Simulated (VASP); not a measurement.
# TePb (rock salt type) (Fm-3m) in VASP: single point with HSE06

Aim: the single point of TePb (rock salt type) with HSE06.

Program: VASP 6.6.1. These are calculated values, not measurements. Logs are shortened: lines on timing, memory, paths and dates and some standing lists are left out, and cuts for length are marked.

**1. The cell of the first run**

The structure is cubic, space group Fm-3m (No. 225). The conventional cell has a = 6.570 Å, b = 6.570 Å, c = 6.570 Å, α = 90.00°, β = 90.00°, γ = 90.00°. Within 4.3 Å of Pb (site symmetry m-3m) lie 6 Te at 3.29 Å. Te (site symmetry m-3m) has 6 Pb at 3.29 Å within 4.3 Å.

**2. Single point, HSE06**

POSCAR

```
TePb
1.0
    0.0000000000      3.2850000000      3.2850000000
    3.2850000000      0.0000000000      3.2850000000
    3.2850000000      3.2850000000      0.0000000000
Pb Te
1 1
Direct
    0.0000000000      0.0000000000      0.0000000000
    0.5000000000      0.5000000000      0.5000000000
```

INCAR.step1

```
PREC     = Accurate       # precision mode
ENCUT    = 400            # plane-wave cutoff, eV
EDIFF    = 1E-5           # SCF threshold, eV
ISMEAR   = -1             # smearing method
SIGMA    = 0.02           # smearing width, eV
LREAL    = False          # projectors in reciprocal space
LASPH    = True           # aspherical terms in the spheres
NELM     = 120            # most SCF steps
ALGO     = Normal         # electronic algorithm
ISIF     = 2              # what is computed and relaxed
LWAVE    = True           # write WAVECAR
LCHARG   = False          # write CHGCAR
GGA      = PE             # functional
NBANDS   = 17             # bands
GGA_COMPAT= False
```

INCAR.step2

```
PREC     = Accurate       # precision mode
ENCUT    = 400            # plane-wave cutoff, eV
EDIFF    = 1E-6           # SCF threshold, eV
ISMEAR   = -1             # smearing method
SIGMA    = 0.02           # smearing width, eV
LREAL    = False          # projectors in reciprocal space
LASPH    = True           # aspherical terms in the spheres
NELM     = 120            # most SCF steps
ALGO     = Normal         # electronic algorithm
ISIF     = 2              # what is computed and relaxed
LWAVE    = False          # write WAVECAR
LCHARG   = False          # write CHGCAR
GGA      = PE             # functional
LHFCALC  = True           # exact exchange
HFSCREEN = 0.2079         # screening, 1/A
PRECFOCK = Normal       
ISTART   = 1            
NBANDS   = 17             # bands
GGA_COMPAT= False
```

KPOINTS

```
regular mesh
0
Gamma
  6 6 6
```

Potentials or basis: VASP PAW PBE potentials, release 64 (Pb_d, Te).

On the command line:

```console
cat potpaw_PBE.64/Pb_d/POTCAR potpaw_PBE.64/Te/POTCAR > POTCAR
cp INCAR.step1 INCAR
mpirun -np 1 vasp_std > vasp.out
cp INCAR.step2 INCAR
mpirun -np 1 vasp_std > vasp.out
```

OUTCAR:

```text
PREC = Accurate
   ENCUT = 400
   EDIFF = 1E-6
   ISMEAR = -1
   LREAL = False
   LASPH = True
   NELM = 120
   ISIF = 2
   GGA = PE
   LHFCALC = True
   HFSCREEN = 0.2079
   PRECFOCK = Normal
   ISTART = 1

 ion  position               nearest neighbor table
   1  0.000  0.000  0.000-   2 3.29   2 3.29   2 3.29   2 3.29   2 3.29   2 3.29
   2  0.500  0.500  0.500-   1 3.29   1 3.29   1 3.29   1 3.29   1 3.29   1 3.29

  LATTYP: Found a face centered cubic cell.
 ALAT       =     6.5700000000

  Lattice vectors:

 A1 = (   0.0000000000,   3.2850000000,   3.2850000000)
 A2 = (   3.2850000000,   0.0000000000,   3.2850000000)
 A3 = (   3.2850000000,   3.2850000000,   0.0000000000)

Analysis of symmetry for initial positions (statically):
=====================================================================
 Subroutine PRICEL returns:
 Original cell was already a primitive cell.

 Routine SETGRP: Setting up the symmetry group for a
 face centered cubic supercell.

 Subroutine GETGRP returns: Found 48 space group operations
 (whereof 48 operations were pure point group operations)
 out of a pool of 48 trial point group operations.

The static configuration has the point symmetry O_h .

Analysis of symmetry for dynamics (positions and initial velocities):
=====================================================================
 Subroutine PRICEL returns:
 Original cell was already a primitive cell.

 Routine SETGRP: Setting up the symmetry group for a
 face centered cubic supercell.

 Subroutine GETGRP returns: Found 48 space group operations
 (whereof 48 operations were pure point group operations)
 out of a pool of 48 trial point group operations.

The dynamic configuration has the point symmetry O_h .

 Subroutine INISYM returns: Found 48 space group operations
 (whereof 48 operations are pure point group operations),
 and found     1 'primitive' translations

----------------------------------------------------------------------------------------

                                     Primitive cell

  volume of cell :      70.8983

  direct lattice vectors                    reciprocal lattice vectors
     0.000000000  3.285000000  3.285000000    -0.152207002  0.152207002  0.152207002
     3.285000000  0.000000000  3.285000000     0.152207002 -0.152207002  0.152207002
     3.285000000  3.285000000  0.000000000     0.152207002  0.152207002 -0.152207002

  length of vectors
     4.645691552  4.645691552  4.645691552     0.263630260  0.263630260  0.263630260

  position of ions in fractional coordinates (direct lattice)
     0.000000000  0.000000000  0.000000000
     0.500000000  0.500000000  0.500000000

  ion indices of the primitive-cell ions
   primitive index   ion index
                 1           1
                 2           2

----------------------------------------------------------------------------------------

 KPOINTS: regular mesh

Automatic generation of k-mesh.
 Grid dimensions read from file:
 generate k-points for:    6    6    6

 Generating k-lattice:

  Cartesian coordinates                     Fractional coordinates (reciprocal lattice)
    -0.025367834  0.025367834  0.025367834     0.166666667  0.000000000  0.000000000
     0.025367834 -0.025367834  0.025367834     0.000000000  0.166666667  0.000000000
     0.025367834  0.025367834 -0.025367834     0.000000000  0.000000000  0.166666667

  Length of vectors
     0.043938377  0.043938377  0.043938377

  Shift w.r.t. Gamma in fractional coordinates (k-lattice)
     0.000000000  0.000000000  0.000000000

 Subroutine IBZKPT returns following result:
 ===========================================

 Found     16 irreducible k-points:

 Following reciprocal coordinates:
            Coordinates               Weight
  0.000000  0.000000  0.000000      1.000000
  0.166667  0.000000  0.000000      8.000000
  0.333333  0.000000  0.000000      8.000000
  0.500000  0.000000  0.000000      4.000000
  0.166667  0.166667  0.000000      6.000000
  0.333333  0.166667  0.000000     24.000000
[... 8 lines left out ...]
 -0.333333  0.333333  0.166667     24.000000
 -0.333333  0.500000  0.166667     12.000000
   k-points           NKPTS =     16   k-points in BZ     NKDIM =    216   number of bands    NBANDS=     17
   number of dos      NEDOS =    301   number of ions     NIONS =      2
   total plane-waves  NPLWV =  27000
   dimension x,y,z NGX =    30 NGY =   30 NGZ =   30
   dimension x,y,z NGXF=    60 NGYF=   60 NGZF=   60
   ions per type =               1   1
   NGX,Y,Z   is equivalent  to a cutoff of  10.74, 10.74, 10.74 a.u.
   NGXF,Y,Z  is equivalent  to a cutoff of  21.47, 21.47, 21.47 a.u.
 SYSTEM =  unknown system
   PREC   = accura    normal or accurate (medium, high low for compatibility)
   ISTART =      1    job   : 0-new  1-cont  2-samecut
   ICHARG =      0    charge: 1-file 2-atom 10-const
   ISPIN  =      1    spin polarized calculation?
   LNONCOLLINEAR =      F non collinear calculations
   LSORBIT =      F    spin-orbit coupling
   LASPH  =      T    aspherical Exc in radial PAW
   ENCUT  =  400.0 eV  29.40 Ry    5.42 a.u.   7.58  7.58  7.58*2*pi/ulx,y,z
   NELM   =    120;   NELMIN=  2; NELMDL=  0     # of ELM steps
   EDIFF  = 0.1E-05   stopping-criterion for ELM
   LREAL  =      F    real-space projection
   EDIFFG = 0.1E-04   stopping-criterion for IOM
   NSW    =      0    number of steps for IOM
   IBRION =     -1    ionic relax: 0-MD 1-quasi-New 2-CG
   NFREE  =      0    steps in history (QN), initial steepest desc. (CG)
   ISIF   =      2    stress and relaxation
   ISYM   =      3    0-nonsym 1-usesym 2-fastsym
   POTIM  = 0.5000    time-step for ionic-motion
   TEBEG  =    0.0;   TEEND  =   0.0 temperature during run
   PSTRESS=    0.0 pullay stress
   NELECT =      20.0000    total number of electrons
   NUPDOWN=      -1.0000    fix difference up-down
   EMIN   =  10.00;   EMAX   =-10.00  energy-range for DOS
   EFERMI =   0.00;   METHOD = LEGACY
   ISMEAR =    -1;   SIGMA  =   0.02  broadening in eV -4-tet -1-fermi 0-gaus
   EFERMI_NEDOS =   21; number of points for ismear=-14 and -15
   IALGO  =     38    algorithm
   IMIX   =      1    mixing-type and parameters
     AMIX     =   0.40;   BMIX     =  1.00
     AMIX_MAG =   1.60;   BMIX_MAG =  1.00
  volume/ion in A,a.u.               =      35.45       239.22
  Fermi-wavevector in a.u.,A,eV,Ry     =   1.073675  2.028951 15.684493  1.152778
  Thomas-Fermi vector in A             =   2.209481
   LORBIT       =      0    0 simple, 1 ext, 2 COOP (PROOUT), +10 PAW based schemes
   GGA     = PE    functional components
   LHFCALC =     T    Hartree Fock is set to
   PRECFOCK=normal    Normal, Fast or Accurate (Low or Medium for compatibility)
   ENCUT4O =  -1.0   cutoff for four orbital integrals eV
   NKREDX  =     1    reduce k-point grid by
   NKREDY  =     1    reduce k-point grid by
   NKREDZ  =     1    reduce k-point grid by
   AEXX    =    0.2500 exact exchange contribution
   HFSCREEN=    0.2079 screening length (either q_TF or 0.3 A-1)
   HFSCREENC=   0.2079 screening length for correlation (either q_TF or 0.3 A-1)
   ENCUTFOCK=  -1.0 apply spherical cutoff to Coloumb kernel
   IVDW    =     0    specifies the selected vdW correction
   LEPSILON=     F    determine dielectric tensor
   LRPA    =     F    only Hartree local field effects (RPA)
 non-spin polarized calculation
  energy-cutoff  :      400.00
  volume of cell :       70.90
 maximum number of plane-waves:      1308
  NGX = 24; NGY = 24; NGZ = 24

 number of electron      20.0000011 magnetization

 Free energy of the ion-electron system (eV)
  ---------------------------------------------------
  ext. energy  EPLUGINS =         0.00000000
  ---------------------------------------------------
  free energy    TOTEN  =        -8.97074491 eV

  energy without entropy =       -8.97074491  energy(sigma->0) =       -8.97074491

 E-fermi :   5.1691     XC(G=0):  -7.5846

 val. band max:        4.7052776736   @ k =   0.5000   0.0000   0.0000
 cond. band min:       5.9045558851   @ k =   0.5000   0.0000   0.0000
 fundamental gap:      1.1992782114
 Fermi energy:         5.1690835411

 k-point     1 :       0.0000    0.0000    0.0000
  band No.  band energies     occupation
      1     -13.7649      2.00000
      2     -13.7649      2.00000
      3     -13.7519      2.00000
      4     -13.7519      2.00000
      5     -13.7519      2.00000
      6      -8.1224      2.00000
[... 9 lines left out ...]
     16      11.2010      0.00000
     17      12.7162      0.00000

 k-point     2 :       0.1667    0.0000    0.0000
  band No.  band energies     occupation
      1     -13.7680      2.00000
      2     -13.7680      2.00000
      3     -13.7515      2.00000
      4     -13.7490      2.00000
      5     -13.7490      2.00000
      6      -7.8781      2.00000
[... 9 lines left out ...]
     16      11.7262      0.00000
     17      14.3173      0.00000

 k-point     3 :       0.3333    0.0000    0.0000
  band No.  band energies     occupation
      1     -13.7751      2.00000
      2     -13.7751      2.00000
      3     -13.7505      2.00000
      4     -13.7420      2.00000
      5     -13.7420      2.00000
      6      -7.2178      2.00000
[... 9 lines left out ...]
     16      13.1324      0.00000
     17      16.3508      0.00000

 k-point     4 :       0.5000    0.0000    0.0000
  band No.  band energies     occupation
      1     -13.7789      2.00000
      2     -13.7789      2.00000
      3     -13.7501      2.00000
      4     -13.7383      2.00000
      5     -13.7383      2.00000
      6      -6.6706      2.00000
[... 9 lines left out ...]
     16      14.7815      0.00000
     17      14.7815      0.00000
[... 183 lines left out ...]
      1     -13.7934      2.00000
      2     -13.7673      2.00000
      3     -13.7518      2.00000
      4     -13.7397      2.00000
      5     -13.7368      2.00000
      6      -6.7520      2.00000
[... 9 lines left out ...]
     16      14.5691      0.00000
     17      14.9717      0.00000

 k-point    15 :      -0.3333    0.3333    0.1667
  band No.  band energies     occupation
      1     -13.7955      2.00000
      2     -13.7703      2.00000
      3     -13.7462      2.00000
      4     -13.7443      2.00000
      5     -13.7338      2.00000
      6      -6.3838      2.00000
[... 9 lines left out ...]
     16      15.8021      0.00000
     17      15.9519      0.00000

 k-point    16 :      -0.3333    0.5000    0.1667
  band No.  band energies     occupation
      1     -13.8059      2.00000
      2     -13.7640      2.00000
      3     -13.7530      2.00000
      4     -13.7386      2.00000
      5     -13.7311      2.00000
      6      -6.3190      2.00000
[... 9 lines left out ...]
     16      16.0612      0.00000
     17      16.9319      0.00000

------------------------ aborting loop because EDIFF is reached ----------------------------------------

  FORCE on cell =-STRESS in cart. coord.  units (eV):
  Direction    XX          YY          ZZ          XY          YZ          ZX
  --------------------------------------------------------------------------------------
  -------------------------------------------------------------------------------------
  Total       -0.4971929     -0.4971929     -0.4971929      0.0000000      0.0000000      0.0000000
  in kB      -11.2356808    -11.2356808    -11.2356808      0.0000000      0.0000000      0.0000000
  external PRESSURE =     -11.2356808 kB  Pullay stress =       0.0000000 kB

 VOLUME and BASIS-vectors are now :
 -----------------------------------------------------------------------------
  energy-cutoff  :      400.00
  volume of cell :       70.90
      direct lattice vectors                 reciprocal lattice vectors
     0.000000000  3.285000000  3.285000000    -0.152207002  0.152207002  0.152207002
     3.285000000  0.000000000  3.285000000     0.152207002 -0.152207002  0.152207002
     3.285000000  3.285000000  0.000000000     0.152207002  0.152207002 -0.152207002

 POSITION                                       TOTAL-FORCE (eV/Angst)
 -----------------------------------------------------------------------------------
      0.00000      0.00000      0.00000         0.000000      0.000000      0.000000
      3.28500      3.28500      3.28500        -0.000000     -0.000000     -0.000000
 -----------------------------------------------------------------------------------
    total drift:                                0.000001      0.000001      0.000000

  FREE ENERGIE OF THE ION-ELECTRON SYSTEM (eV)
  ---------------------------------------------------
  free  energy   TOTEN  =        -8.9707449054 eV

  energy  without entropy=       -8.9707449054  energy(sigma->0) =       -8.97074491
```

Run time: 64 min. Hardware: 1 thread of AMD EPYC 7R13 (Zen 3), shared host; peak memory 0.28 GiB.

What came out:

```
Free energy            : -8.9707 eV
Pressure               : -1.1 GPa
Band gap on the k mesh : 1.20 eV
```

Caveat: the PAW data sets were made with another functional, which shifts forces and pressure a little; spin-orbit coupling is left out, which moves the levels of the heavy elements.
